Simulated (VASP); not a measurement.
## TiAl: single point with PBE

The system is TiAl.

```
CELL_PARAMETERS angstrom
3.17906 0.00000 0.00000
0.00000 3.17906 0.00000
0.00000 0.00000 2.92474
ATOMIC_POSITIONS crystal
Ti 0.00000 0.00000 0.00000
Al 0.50000 0.50000 0.50000
```

This cell differs from its parent crystal: strain +0.000 along x and y, -0.080 along z.

```yaml
Program: VASP 6.6.1
Task: single point
Functional: PBE
Potentials_or_basis: VASP PAW PBE potentials, release 64 (Ti_sv, Al)
Cutoff: 520 eV
k_mesh: 16 × 16 × 16
Occupations: gaussian, width 0.15 eV
Spin: no spin polarisation
```

```yaml
Pressure: 12.3 GPa
```

Stress tensor (GPa, compression positive):
```
12.53  0.00  0.00
 0.00 12.53  0.00
 0.00  0.00 11.78
```

Levels at points of the mesh, in eV from the Fermi level:
```csv
k point,band 4,band 5,band 6,band 7,band 8,band 9,band 10,band 11
"(0.00, 0.00, 0.00)",-32.76,-9.61,-1.72,-1.52,1.72,2.25,2.25,4.09
"(0.50, 0.00, 0.00)",-32.75,-6.39,-5.46,-0.70,-0.17,0.91,2.43,3.06
"(0.50, 0.50, 0.00)",-32.74,-5.57,-2.37,-2.37,-1.66,1.31,1.31,2.84
"(0.00, 0.00, 0.50)",-32.88,-5.51,-5.26,-0.43,-0.09,-0.09,2.09,4.05
"(0.50, 0.00, 0.50)",-32.86,-5.00,-2.18,-1.64,-1.45,0.46,0.67,3.13
"(0.50, 0.50, 0.50)",-33.02,-3.30,-3.30,-3.30,1.22,2.97,3.08,3.08
```

It took 2.9 min on 1 thread of AMD EPYC 7R13 Processor (Zen 3), on a shared host, peak memory 0.25 GiB.

Caveat: the cell differs from its parent crystal (strain +0.000 along x and y, -0.080 along z).
